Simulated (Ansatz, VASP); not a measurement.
# YPb3 in VASP and in Ansatz

```
Y Pb
1.0
     4.86245    0.00000    0.00000
     0.00000    4.86245    0.00000
     0.00000    0.00000    4.86245
Y Pb
1 3
Cartesian
  0.0000 0.0000 0.0000
  2.4312 2.4312 0.0000
  2.4312 0.0000 2.4312
  0.0000 2.4312 2.4312
```

Alike in both runs: task electric field gradients; functional LDA; k mesh 8 × 8 × 8; occupations fermi-dirac, width 0.08 eV; no spin polarisation.

|  | VASP | Ansatz |
| --- | --- | --- |
| version | VASP 6.6.1 | Ansatz 0.2.0 |
| potentials or method | VASP PAW LDA potentials, release 64 (Y_sv, Pb_d) | PAW with Ansatz's default frozen-core files, scalar-relativistic |
| plane-wave cutoff (eV) | 520 | 420 |
| valence electrons in the cell | 53 | 53 |

|  | VASP | Ansatz | Ansatz less VASP |
| --- | --- | --- | --- |
| pressure (GPa) | -3.5 | -3.6 | -0.04 |
| size of Vzz on the site where it differs most (V/Å²) | 311.1 | 317.8 | +6.63 |

LDA's correlation is that of Perdew and Zunger in VASP and of Perdew and Wang (1992) in Ansatz.

Spin-orbit coupling is off throughout.
